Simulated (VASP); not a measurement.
The system is Ti4B.

```
Ti B
1.0
     4.04130    0.00000    0.00000
    -2.02065    3.49987    0.00000
     0.00000    0.00000    5.39265
Ti B
4 1
Direct
  0.33333 0.66667 0.00000
  0.66667 0.33333 0.00000
  0.33333 0.66667 0.50000
  0.66667 0.33333 0.50000
  0.00000 0.00000 0.50000
```

| Quantity | Value |
| --- | --- |
| Program | VASP 6.6.1 |
| Task | relaxation of cell and atoms |
| Functional | PBE |
| Potentials or basis | VASP PAW PBE potentials, release 64 (Ti_sv, B) |
| Cutoff | 600 eV |
| k mesh | 6 × 6 × 4 |
| Occupations | gaussian, width 0.1 eV |
| Spin | no spin polarisation |

At the start: pressure 11.4 GPa; volume 15.25 Å³/atom.

Q: How do energy, volume and symmetry change on relaxing?

A: Over 6 steps the energy falls by 139.9 meV/atom and the volume is 16.79 Å³/atom (+10.1 %); space group P6/mmm (No. 191, to 0.05 Å).

Step by step:
```tsv
step	energy change (eV)	largest force (eV/Å)	pressure (GPa)	volume (Å³)
1	0.0000	0.0000	11.40	76.27
2	-0.6208	0.0000	-3.83	88.60
3	-0.6351	0.0000	-2.29	86.69
4	-0.6927	0.0000	-0.40	84.44
5	-0.6980	0.0000	0.50	83.46
6	-0.6994	0.0000	0.06	83.96
```

Final structure:
```
CELL_PARAMETERS angstrom
4.37026 0.00000 0.00000
-2.18513 3.78476 0.00000
0.00000 0.00000 5.07616
ATOMIC_POSITIONS crystal
Ti 0.33333 0.66667 0.00000
Ti 0.66667 0.33333 0.00000
Ti 0.33333 0.66667 0.50000
Ti 0.66667 0.33333 0.50000
B 0.00000 0.00000 0.50000
```
